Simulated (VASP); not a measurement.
# K6NaMg8F24 (a cell with a defect) in VASP: relaxation of the atoms with PBEsol

Aim: the relaxation of the atoms of K6NaMg8F24 (a cell with a defect) with PBEsol.

Program: VASP 6.6.1. These are calculated values, not measurements. Logs are shortened: lines on timing, memory, paths and dates and some standing lists are left out, and cuts for length are marked.

## (1) The cell of the first run

The cell holds a defect, 39 atoms: a = 7.983 Å, b = 7.983 Å, c = 7.983 Å, α = 90.00°, β = 90.00°, γ = 90.00°.

## (2) Relaxation of the atoms, PBEsol

Contents of INCAR:

```
PREC     = Accurate       # precision mode
ENCUT    = 520            # plane-wave cutoff, eV
EDIFF    = 1E-7           # SCF threshold, eV
ISMEAR   = -1             # smearing method
SIGMA    = 0.05           # smearing width, eV
LREAL    = Auto         
LASPH    = T              # aspherical terms in the spheres
NELM     = 120            # most SCF steps
ALGO     = Normal         # electronic algorithm
ISIF     = 2              # what is computed and relaxed
LWAVE    = F              # write WAVECAR
LCHARG   = F              # write CHGCAR
GGA      = PS             # functional
IBRION   = 2              # ionic algorithm
NSW      = 100            # ionic steps
EDIFFG   = -0.03          # ionic threshold
NELECT   = 244.0        
ISYM     = -1           
GGA_COMPAT= F            
NELMIN   = 4
```

Contents of KPOINTS:

```
explicit points
1
Reciprocal
  0.25000000   0.25000000   0.25000000 1
```

Contents of POSCAR:

```
K6NaMg8F24
1.0
    7.9825440000      0.0000000000      0.0000000000
    0.0000000000      7.9825440000      0.0000000000
    0.0000000000      0.0000000000      7.9825440000
K Na Mg F
6 1 8 24
Direct
    0.9951690000      0.0016020000      0.9997630000
    0.9953770000      0.9955000000      0.4972760000
    0.0012710000      0.5036270000      0.9980940000
    0.5053900000      0.9993100000      0.9983070000
    0.4983690000      0.0003160000      0.4979640000
    0.5018130000      0.4950370000      0.0014720000
    0.4975200000      0.4964190000      0.5008550000
    0.2513720000      0.2451670000      0.2472570000
    0.2502330000      0.2511930000      0.7516350000
    0.2509970000      0.7496920000      0.2494060000
    0.2454180000      0.7505280000      0.7505390000
    0.7521090000      0.2507280000      0.2497320000
    0.7498070000      0.2502170000      0.7521850000
    0.7502360000      0.7514070000      0.2506390000
    0.7503760000      0.7477840000      0.7441590000
    0.2509480000      0.2477060000      0.0040840000
    0.2506360000      0.2495250000      0.4954510000
    0.2494610000      0.7522840000      0.0057860000
    0.2501000000      0.7500120000      0.4975310000
    0.7459210000      0.2469660000      0.9999730000
    0.7489490000      0.2554480000      0.4988400000
    0.7505580000      0.7546810000      0.9986050000
    0.7535580000      0.7551810000      0.4971170000
    0.9984160000      0.2485830000      0.2523180000
    0.0007240000      0.2495860000      0.7512150000
    0.0011100000      0.7518760000      0.2538680000
    0.0034660000      0.7454120000      0.7488040000
    0.5065850000      0.2497220000      0.2511350000
    0.4967450000      0.2454440000      0.7488520000
    0.4968910000      0.7484120000      0.2454870000
    0.4983890000      0.7496420000      0.7483760000
    0.2487290000      0.0055930000      0.2504040000
    0.2527350000      0.9970630000      0.7440820000
    0.2487240000      0.4921140000      0.2446650000
    0.2523000000      0.4978050000      0.7499100000
    0.7502710000      0.0029010000      0.2449340000
    0.7488950000      0.0038280000      0.7515290000
    0.7497810000      0.5023550000      0.2532810000
    0.7528410000      0.5028370000      0.7498650000
```

Potentials or basis: VASP PAW PBE potentials, release 64 (K_sv, Na_pv, Mg, F).

On the command line:

```
cat potpaw_PBE.64/K_sv/POTCAR potpaw_PBE.64/Na_pv/POTCAR potpaw_PBE.64/Mg/POTCAR potpaw_PBE.64/F/POTCAR > POTCAR
mpirun -np 1 vasp_std > vasp.out
```

OUTCAR:

```text
PREC = Accurate
   ENCUT = 520
   EDIFF = 1E-7
   ISMEAR = -1
   LREAL = Auto
   LASPH = T
   NELM = 120
   ISIF = 2
   GGA = PS
   IBRION = 2
   NSW = 100
   EDIFFG = -0.03
   NELECT = 244.0
   ISYM = -1
   NELMIN = 4

 ion  position               nearest neighbor table
   1  0.995  0.002  1.000-  36 2.77  22 2.77  37 2.79  20 2.79  25 2.80  24 2.82  16 2.83  18 2.84
                            26 2.84  32 2.85  13 3.42  12 3.42  14 3.44   8 3.44  11 3.46   9 3.47
   2  0.995  0.995  0.497-  23 2.72  26 2.75  36 2.81  24 2.81  19 2.82  32 2.82  37 2.83  27 2.83
                            33 2.85  14 3.39  15 3.41  12 3.44  11 3.45  10 3.45  13 3.48   8 3.48
   3  0.001  0.504  0.998-  27 2.77  34 2.79  39 2.80  18 2.81  35 2.82  25 2.83  22 2.83  26 2.85
                            16 2.85  11 3.40  10 3.44   9 3.45  15 3.45  13 3.46  14 3.46  12 3.47
   4  0.505  0.999  0.998-  20 2.76  22 2.76  37 2.77  36 2.77  29 2.80  30 2.81  31 2.82  16 2.84
                            18 2.84  28 2.84  13 3.42  14 3.43   8 3.45  12 3.45  15 3.46   9 3.47
   5  0.498  0.000  0.498-  33 2.78  29 2.80  28 2.80  17 2.81  32 2.81  19 2.81  23 2.82  31 2.83
                            37 2.85  30 2.85  36 2.85  21 2.85   8 3.42  10 3.44  14 3.45  15 3.46
   6  0.502  0.495  0.001-  20 2.78  28 2.79  34 2.80  30 2.81  16 2.81  38 2.82  35 2.83  29 2.84
                            39 2.84  13 3.42  12 3.42   9 3.44   8 3.44  10 3.47  14 3.48  15 3.50
   7  0.498  0.496  0.501-
   8  0.251  0.245  0.247-  32 1.91  16 1.94  34 1.97  17 1.98  24 2.02  28 2.04   5 3.42   6 3.44
                             1 3.44   4 3.45   2 3.48   3 3.49
   9  0.250  0.251  0.752-  29 1.97  35 1.97  25 1.99  16 2.02  33 2.03  17 2.05   6 3.44   3 3.45
                             5 3.47   1 3.47   4 3.47   2 3.53
  10  0.251  0.750  0.249-  18 1.94  30 1.96  19 1.98  26 2.00  32 2.04  34 2.06   5 3.44   3 3.44
                             2 3.45   6 3.47   4 3.48   1 3.49
  11  0.245  0.751  0.751-  27 1.93  33 1.97  35 2.02  31 2.02  19 2.02  18 2.04   3 3.40   2 3.45
                             1 3.46   5 3.48   4 3.49   6 3.52
  12  0.752  0.251  0.250-  28 1.96  24 1.97  36 1.98  21 1.99  20 1.99  38 2.01   1 3.42   6 3.42
                             2 3.44   4 3.45   5 3.47   3 3.47
  13  0.750  0.250  0.752-  37 1.97  20 1.98  25 2.00  39 2.02  29 2.02  21 2.02   4 3.42   1 3.42
                             6 3.42   3 3.46   2 3.48   5 3.48
  14  0.750  0.751  0.251-  23 1.97  38 1.99  26 2.00  36 2.01  22 2.01  30 2.02   2 3.39   4 3.43
                             1 3.44   5 3.45   3 3.46   6 3.48
  15  0.750  0.748  0.744-  39 1.96  23 1.97  31 2.01  27 2.02  22 2.03  37 2.04   2 3.41   3 3.45
                             4 3.46   5 3.46   1 3.48   6 3.50
  16  0.251  0.248  0.004-   8 1.94   9 2.02   6 2.81   1 2.83   4 2.84   3 2.85
[... 9 lines left out ...]
  26  0.001  0.752  0.254-  10 2.00  14 2.00   2 2.75   1 2.84   3 2.85
  27  0.003  0.745  0.749-  11 1.93  15 2.02   3 2.77   2 2.83
  28  0.507  0.250  0.251-  12 1.96   8 2.04   6 2.79   5 2.80   4 2.84
  29  0.497  0.245  0.749-   9 1.97  13 2.02   4 2.80   5 2.80   6 2.84
  30  0.497  0.748  0.245-  10 1.96  14 2.02   6 2.81   4 2.81   5 2.85
  31  0.498  0.750  0.748-  15 2.01  11 2.02   4 2.82   5 2.83
  32  0.249  0.006  0.250-   8 1.91  10 2.04   5 2.81   2 2.82   1 2.85
  33  0.253  0.997  0.744-  11 1.97   9 2.03   5 2.78   2 2.85
  34  0.249  0.492  0.245-   8 1.97  10 2.06   3 2.79   6 2.80
  35  0.252  0.498  0.750-   9 1.97  11 2.02   3 2.82   6 2.83
  36  0.750  0.003  0.245-  12 1.98  14 2.01   1 2.77   4 2.77   2 2.81   5 2.85
  37  0.749  0.004  0.752-  13 1.97  15 2.04   4 2.77   1 2.79   2 2.83   5 2.85
  38  0.750  0.502  0.253-  14 1.99  12 2.01   6 2.82
  39  0.753  0.503  0.750-  15 1.96  13 2.02   3 2.80   6 2.84

IMPORTANT INFORMATION: All symmetrisations will be switched off!
NOSYMM: (Re-)initialisation of all symmetry stuff for point group C_1.

----------------------------------------------------------------------------------------

                                     Primitive cell

  volume of cell :     508.6558

  direct lattice vectors                    reciprocal lattice vectors
     7.982544000  0.000000000  0.000000000     0.125273346  0.000000000  0.000000000
     0.000000000  7.982544000  0.000000000     0.000000000  0.125273346  0.000000000
     0.000000000  0.000000000  7.982544000     0.000000000  0.000000000  0.125273346

  length of vectors
     7.982544000  7.982544000  7.982544000     0.125273346  0.125273346  0.125273346

  position of ions in fractional coordinates (direct lattice)
     0.995169000  0.001602000  0.999763000
     0.995377000  0.995500000  0.497276000
     0.001271000  0.503627000  0.998094000
     0.505390000  0.999310000  0.998307000
     0.498369000  0.000316000  0.497964000
     0.501813000  0.495037000  0.001472000
[... 31 lines left out ...]
     0.749781000  0.502355000  0.253281000
     0.752841000  0.502837000  0.749865000

  ion indices of the primitive-cell ions
   primitive index   ion index
                 1           1
                 2           2
                 3           3
                 4           4
                 5           5
                 6           6
[... 31 lines left out ...]
                38          38
                39          39

----------------------------------------------------------------------------------------

 KPOINTS: explicit points

Read explicit list of k-points.

 Found      1 k-points:

 Following reciprocal coordinates:
            Coordinates               Weight
  0.250000  0.250000  0.250000      1.000000
   k-points           NKPTS =      1   k-points in BZ     NKDIM =      1   number of bands    NBANDS=    146
   number of dos      NEDOS =    301   number of ions     NIONS =     39
   total plane-waves  NPLWV = 216000
   dimension x,y,z NGX =    60 NGY =   60 NGZ =   60
   dimension x,y,z NGXF=   120 NGYF=  120 NGZF=  120
   ions per type =               6   1   8  24
   NGX,Y,Z   is equivalent  to a cutoff of  12.50, 12.50, 12.50 a.u.
   NGXF,Y,Z  is equivalent  to a cutoff of  24.99, 24.99, 24.99 a.u.
 SYSTEM =  unknown system
   PREC   = accura    normal or accurate (medium, high low for compatibility)
   ISTART =      0    job   : 0-new  1-cont  2-samecut
   ICHARG =      2    charge: 1-file 2-atom 10-const
   ISPIN  =      1    spin polarized calculation?
   LNONCOLLINEAR =      F non collinear calculations
   LSORBIT =      F    spin-orbit coupling
   LASPH  =      T    aspherical Exc in radial PAW
   ENCUT  =  520.0 eV  38.22 Ry    6.18 a.u.  14.84 14.84 14.84*2*pi/ulx,y,z
   NELM   =    120;   NELMIN=  4; NELMDL= -5     # of ELM steps
   EDIFF  = 0.1E-06   stopping-criterion for ELM
   LREAL  =      T    real-space projection
   EDIFFG = -.3E-01   stopping-criterion for IOM
   NSW    =    100    number of steps for IOM
   IBRION =      2    ionic relax: 0-MD 1-quasi-New 2-CG
   NFREE  =      1    steps in history (QN), initial steepest desc. (CG)
   ISIF   =      2    stress and relaxation
   ISYM   =     -1    0-nonsym 1-usesym 2-fastsym
   POTIM  = 0.5000    time-step for ionic-motion
   TEBEG  =    0.0;   TEEND  =   0.0 temperature during run
   PSTRESS=    0.0 pullay stress
   NELECT =     244.0000    total number of electrons
   NUPDOWN=      -1.0000    fix difference up-down
   EMIN   =  10.00;   EMAX   =-10.00  energy-range for DOS
   EFERMI =   0.00;   METHOD = LEGACY
   ISMEAR =    -1;   SIGMA  =   0.05  broadening in eV -4-tet -1-fermi 0-gaus
   EFERMI_NEDOS =   21; number of points for ismear=-14 and -15
   IALGO  =     38    algorithm
   IMIX   =      4    mixing-type and parameters
     AMIX     =   0.40;   BMIX     =  1.00
     AMIX_MAG =   1.60;   BMIX_MAG =  1.00
  volume/ion in A,a.u.               =      13.04        88.01
  Fermi-wavevector in a.u.,A,eV,Ry     =   1.281534  2.421748 22.345247  1.642329
  Thomas-Fermi vector in A             =   2.413898
   LORBIT       =      0    0 simple, 1 ext, 2 COOP (PROOUT), +10 PAW based schemes
   GGA     = PS    functional components
   LHFCALC =     F    Hartree Fock is set to
   AEXX    =    0.0000 exact exchange contribution
   IVDW    =     0    specifies the selected vdW correction
   LEPSILON=     F    determine dielectric tensor
   LRPA    =     F    only Hartree local field effects (RPA)
 conjugate gradient relaxation of ions
 non-spin polarized calculation
  energy-cutoff  :      520.00
  volume of cell :      508.66
 maximum number of plane-waves:     13679
 NGX is ok and might be reduce to    60
   NGX = 29   NGY = 29   NGZ = 29

--------------------------------------- Ionic step        1  -------------------------------------------

 number of electron     243.9999961 magnetization

 Free energy of the ion-electron system (eV)
  ---------------------------------------------------
  ext. energy  EPLUGINS =         0.00000000
  ---------------------------------------------------
  free energy    TOTEN  =      -191.56066832 eV

  energy without entropy =     -191.29700537  energy(sigma->0) =     -191.42883684

------------------------ aborting loop because EDIFF is reached ----------------------------------------

  FORCE on cell =-STRESS in cart. coord.  units (eV):
  Direction    XX          YY          ZZ          XY          YZ          ZX
  --------------------------------------------------------------------------------------
  -------------------------------------------------------------------------------------
  Total       -8.0696852     -7.9632646     -8.1817554      0.3487871      0.2047528      0.3280378
  in kB      -25.4181076    -25.0829010    -25.7711091      1.0986188      0.6449358      1.0332621
  external PRESSURE =     -25.4240392 kB  Pullay stress =       0.0000000 kB
[... 200 lines left out ...]
  FREE ENERGIE OF THE ION-ELECTRON SYSTEM (eV)
  ---------------------------------------------------
  free  energy   TOTEN  =      -191.8802449260 eV

  energy  without entropy=     -191.6153365003  energy(sigma->0) =     -191.74779071

[... ionic steps 4 to 9 ...]

--------------------------------------- Ionic step       10  -------------------------------------------

 number of electron     243.9999810 magnetization

------------------------ aborting loop because EDIFF is reached ----------------------------------------
[... 141 lines left out ...]
--------------------------------------- Ionic step       12  -------------------------------------------

 number of electron     243.9999808 magnetization

 Free energy of the ion-electron system (eV)
  ---------------------------------------------------
  ext. energy  EPLUGINS =         0.00000000
  ---------------------------------------------------
  free energy    TOTEN  =      -191.97546527 eV

  energy without entropy =     -191.71014030  energy(sigma->0) =     -191.84280278

 E-fermi :  -2.2925     XC(G=0):  -9.5239

 val. band max:       -2.3403886923   @ k =   0.2500   0.2500   0.2500
 cond. band min:       5.6162835480   @ k =   0.2500   0.2500   0.2500
 fundamental gap:      7.9566722403
 Fermi energy:        -2.2924518431

 k-point     1 :       0.2500    0.2500    0.2500
  band No.  band energies     occupation
      1     -27.4911      2.00000
      2     -27.4847      2.00000
      3     -27.4290      2.00000
      4     -27.3434      2.00000
      5     -27.2873      2.00000
      6     -27.2821      2.00000
[... 126 lines left out ...]
    133       8.5941      0.00000
    134       8.7580      0.00000
 [bands above 134 left out]

------------------------ aborting loop because EDIFF is reached ----------------------------------------

  FORCE on cell =-STRESS in cart. coord.  units (eV):
  Direction    XX          YY          ZZ          XY          YZ          ZX
  --------------------------------------------------------------------------------------
  -------------------------------------------------------------------------------------
  Total       -8.2132069     -8.3505444     -8.3237508      0.3535289      0.3046599      0.3612171
  in kB      -25.8701759    -26.3027652    -26.2183701      1.1135548      0.9596259      1.1377712
  external PRESSURE =     -26.1304371 kB  Pullay stress =       0.0000000 kB
[... 54 lines left out ...]
  FREE ENERGIE OF THE ION-ELECTRON SYSTEM (eV)
  ---------------------------------------------------
  free  energy   TOTEN  =      -191.9754652678 eV

  energy  without entropy=     -191.7101403001  energy(sigma->0) =     -191.84280278

 reached required accuracy - stopping structural energy minimisation
```

It took 20 min on 1 thread of Intel Xeon Platinum 8488C (Sapphire Rapids), shared host; peak memory 0.59 GiB.

What came out:

| Property | Result |
| --- | --- |
| Free energy | -191.9755 eV |
| Energy gained by relaxing | 10.6 meV/atom |
| Ionic steps | 12 |
| Largest force after relaxing | 0.020 eV/Å |

Forces on the atoms (eV/Å):
```
K    0.001 -0.001 -0.002
K    0.001  0.002 -0.004
K    0.001 -0.002 -0.003
K    0.001  0.004  0.002
K    0.002 -0.003  0.000
K    0.000  0.003 -0.002
Na  -0.003  0.004 -0.001
Mg  -0.002 -0.005 -0.004
Mg   0.002  0.002  0.000
Mg   0.002  0.001 -0.002
Mg  -0.001  0.005  0.002
Mg  -0.001 -0.006 -0.004
Mg   0.001 -0.005 -0.002
Mg   0.000 -0.006 -0.002
Mg   0.000 -0.001  0.000
F   -0.011  0.012 -0.008
F    0.004  0.001  0.009
F   -0.008 -0.004  0.008
F   -0.003  0.006  0.009
F    0.007 -0.004  0.007
F    0.003 -0.006 -0.006
F    0.004 -0.007  0.006
F    0.001 -0.012 -0.001
F    0.007  0.002  0.002
F   -0.002 -0.002 -0.002
F   -0.001 -0.003  0.001
F   -0.005  0.002  0.005
F    0.001 -0.009 -0.007
F   -0.005 -0.002  0.004
F    0.000  0.001 -0.003
F    0.003  0.009  0.004
F   -0.011 -0.002  0.002
F   -0.006  0.012 -0.001
F    0.003  0.017  0.010
F   -0.005  0.000 -0.008
F    0.014  0.003  0.005
F    0.005  0.000 -0.004
F    0.001 -0.005 -0.001
F    0.002  0.001 -0.006
```

Step by step:
```tsv
step	energy change (eV)	largest force (eV/Å)	pressure (GPa)
1	0.0000	0.8539	-2.54
2	-0.2377	0.4066	-2.64
3	-0.3196	0.3234	-2.58
4	-0.3710	0.1504	-2.59
5	-0.3824	0.2308	-2.58
6	-0.4027	0.0854	-2.59
7	-0.4075	0.0750	-2.60
8	-0.4111	0.0471	-2.60
9	-0.4117	0.0527	-2.61
10	-0.4139	0.0327	-2.61
11	-0.4142	0.0321	-2.61
12	-0.4148	0.0196	-2.61
```

Final structure:
```yaml
crystal:
  lattice:
    - [7.98254, 0.00000, 0.00000]
    - [0.00000, 7.98254, 0.00000]
    - [0.00000, 0.00000, 7.98254]
  atoms:
    - { symbol: K, position: [0.00002, 0.99989, 0.99924] }
    - { symbol: K, position: [0.99998, 0.99962, 0.49937] }
    - { symbol: K, position: [0.00026, 0.50012, 0.99930] }
    - { symbol: K, position: [0.50006, 0.99962, 0.99903] }
    - { symbol: K, position: [0.49991, 0.99966, 0.49910] }
    - { symbol: K, position: [0.50030, 0.49970, 0.99950] }
    - { symbol: Na, position: [0.49700, 0.49583, 0.50086] }
    - { symbol: Mg, position: [0.24793, 0.25298, 0.25266] }
    - { symbol: Mg, position: [0.24804, 0.25256, 0.74634] }
    - { symbol: Mg, position: [0.24813, 0.74629, 0.25237] }
    - { symbol: Mg, position: [0.24823, 0.74593, 0.74569] }
    - { symbol: Mg, position: [0.75207, 0.25388, 0.25302] }
    - { symbol: Mg, position: [0.75220, 0.25350, 0.74636] }
    - { symbol: Mg, position: [0.75199, 0.74710, 0.25272] }
    - { symbol: Mg, position: [0.75213, 0.74677, 0.74586] }
    - { symbol: F, position: [0.25216, 0.24844, 0.99953] }
    - { symbol: F, position: [0.26024, 0.24816, 0.49941] }
    - { symbol: F, position: [0.25171, 0.75003, 0.99895] }
    - { symbol: F, position: [0.26062, 0.75078, 0.49892] }
    - { symbol: F, position: [0.74822, 0.25069, 0.99956] }
    - { symbol: F, position: [0.73973, 0.24799, 0.49977] }
    - { symbol: F, position: [0.74856, 0.75047, 0.99916] }
    - { symbol: F, position: [0.74089, 0.75446, 0.49932] }
    - { symbol: F, position: [0.99995, 0.24395, 0.24378] }
    - { symbol: F, position: [0.00017, 0.24428, 0.75545] }
    - { symbol: F, position: [0.00012, 0.75604, 0.24357] }
    - { symbol: F, position: [0.00023, 0.75538, 0.75485] }
    - { symbol: F, position: [0.50005, 0.25252, 0.25187] }
    - { symbol: F, position: [0.50016, 0.25131, 0.74768] }
    - { symbol: F, position: [0.50008, 0.74845, 0.25024] }
    - { symbol: F, position: [0.50014, 0.74800, 0.74762] }
    - { symbol: F, position: [0.25206, 0.99974, 0.25024] }
    - { symbol: F, position: [0.25162, 0.99922, 0.74817] }
    - { symbol: F, position: [0.25926, 0.49949, 0.24509] }
    - { symbol: F, position: [0.26074, 0.49923, 0.75303] }
    - { symbol: F, position: [0.74790, 0.00050, 0.24945] }
    - { symbol: F, position: [0.74846, 0.00021, 0.74947] }
    - { symbol: F, position: [0.74060, 0.50057, 0.24631] }
    - { symbol: F, position: [0.74032, 0.50014, 0.75254] }
```

Levels at points of the mesh, in eV from the Fermi level:
```csv
k point,band 119,band 120,band 121,band 122,band 123,band 124,band 125,band 126,band 127,band 128
"(0.25, 0.25, 0.25)",-0.11,-0.10,-0.07,-0.07,-0.05,7.91,9.22,9.51,9.62,10.39
```

Caveat: the cell carries a net charge on a neutralising background, which shifts energy and pressure; the cell is charged against a uniform background, so pressure and absolute levels hang on convention; the PAW data sets were made with another functional, which shifts forces and pressure a little.
